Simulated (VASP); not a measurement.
A run of VASP 6.6.1 is set up as follows.

INCAR

```
SYSTEM = WC
PREC = Accurate
ENCUT = 520
EDIFF = 1E-7
ISMEAR = 0
SIGMA = 0.15
LREAL = .FALSE.
LASPH = .TRUE.
NELM = 100
ALGO = Normal
ISIF = 2
LWAVE = .FALSE.
LCHARG = .TRUE.
GGA = PE
LELF = .TRUE.
LVHAR = .TRUE.
NBANDS = 16
```

The input KPOINTS:

```
regular mesh
0
G
  24 24 22
  0 0 0
```

POSCAR

```
WC
1.0
    2.6880299194      0.0000000000      0.0000000000
   -1.3440149597      2.3279021963      0.0000000000
    0.0000000000      0.0000000000      2.6193098112
W C
1 1
Direct
    0.0000000000      0.0000000000      0.0000000000
    0.6666666667      0.3333333333      0.5000000000
```

Potentials or basis: VASP PAW PBE potentials, release 64 (W_sv, C).

Command:

```bash
$ cat potpaw_PBE.64/W_sv/POTCAR potpaw_PBE.64/C/POTCAR > POTCAR
$ mpirun -np 1 vasp_std > vasp.out
```

Problem. Estimate the band gap on the k mesh.

Solution. Zero (band 9 reaches 15.81 eV, above the bottom of band 10 at 13.83 eV).

Problem. Predict the pressure.

Solution. 166.0 GPa.

Stress tensor (GPa, compression positive):
```
157.91   0.00   0.00
  0.00 157.91   0.00
  0.00   0.00 182.14
```

Caveat: the cell differs from its parent crystal (strain -0.080 along x and y, -0.080 along z); spin-orbit coupling is left out, which moves the levels of the heavy elements.
